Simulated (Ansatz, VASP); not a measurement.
# One calculation of Cd3SeS2, two programs

```xyz
12
Lattice="4.2678 0.0005 0.0035 -0.0011 -8.5323 0.0030 -2.1404 2.1359 -8.9793" Properties=species:S:1:pos:R:3 pbc="T T T"
Cd   -0.0093   -4.2669   -2.8854
Cd   -0.0049    0.0029   -2.8962
Cd    2.1372   -6.3943    0.0024
Cd    2.1414   -2.1299    0.0019
Cd    2.1405   -6.3949   -6.0836
Cd    2.1211   -2.1354   -6.0785
Se    0.0043   -6.3965   -4.4876
Se   -0.0127   -2.1337   -4.4855
S     2.1291   -4.2666   -7.5332
S     2.1311    0.0008   -7.5321
S     2.1266   -4.2662   -1.4378
S     2.1281    0.0030   -1.4410
```

Change from the starting cell: cell x2, atoms moved at random (sigma 0.05 Å) and cell strained at random (1.5 %), then relaxed without symmetry.

Alike in both runs: functional PBE; k mesh 4 × 2 × 4; occupations gaussian, width 0.1 eV; no spin polarisation.

Ansatz relaxed the structure, and its values are those at the end. VASP's run is a single point on that final structure, the one shown.

|  | VASP | Ansatz |
| --- | --- | --- |
| version | VASP 6.6.1 | Ansatz 0.2.0 |
| potentials or method | VASP PAW PBE potentials, release 64 (Cd, Se, S), cutoff 520 eV | scalar-relativistic, plane waves, PAW |
| valence electrons in the cell | 108 | 176 |

Ansatz gave:

- gap on the k mesh at the Fermi level (eV): 0.80
- least direct gap on the mesh (eV): 0.80
- pressure (GPa): 0.0
- rms of the force components (eV/Å): 0.011

Question: Which values does VASP return?

Answer: gap on the k mesh at the Fermi level (eV): 0.80; least direct gap on the mesh (eV): 0.80; pressure (GPa): 0.3; rms of the force components (eV/Å): 0.012.

The functional is the same, so the differences come from potentials, cutoffs and numerics. VASP's potentials hold 108 valence electrons a cell and Ansatz's 176, so a difference there can come from the potentials and not from the codes.
